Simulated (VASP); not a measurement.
C18F, 19 atoms in the cell. The cell holds a slab with vacuum, 19 atoms: a = 7.398 Å, b = 7.398 Å, c = 13.000 Å, α = 90.00°, β = 90.00°, γ = 120.00°. 

- Program: VASP 6.6.1
- Task: single point
- Functional: PBEsol
- Potentials or basis: VASP PAW PBE potentials, release 64 (C, F)
- Cutoff: 520 eV
- k mesh: 2 × 2 × 1
- Occupations: fermi-dirac, width 0.05 eV
- Spin: collinear spin, zero start
- Starting moments: [0.0, 0.0, 0.0, 0.0, 0.0, 0.0, 0.0, 0.0, 0.0, 0.0, 0.0, 0.0, 0.0, 0.0, 0.0, 0.0, 0.0, 0.0, 0.0] μB
- Dipole correction: no
- Further INCAR settings: LREAL = Auto; ALGO = Normal; EDIFF = 1e-06; NBANDS = 58

Potentials or basis: VASP PAW PBE potentials, release 64 (C, F).

The run is started by

```console
$ cat potpaw_PBE.64/C/POTCAR potpaw_PBE.64/F/POTCAR > POTCAR
$ mpirun -np 1 vasp_std > vasp.out
```

Hardware: 1 thread of Oxide Virtual Turin-like Processor (shared host).

Task: Estimate the wall time of this run.

Result: Run time: 11 min on 1 thread of Oxide Virtual Turin-like Processor, on a shared host, peak memory 0.9 GiB. Counts: scf iterations 26, k points 4.
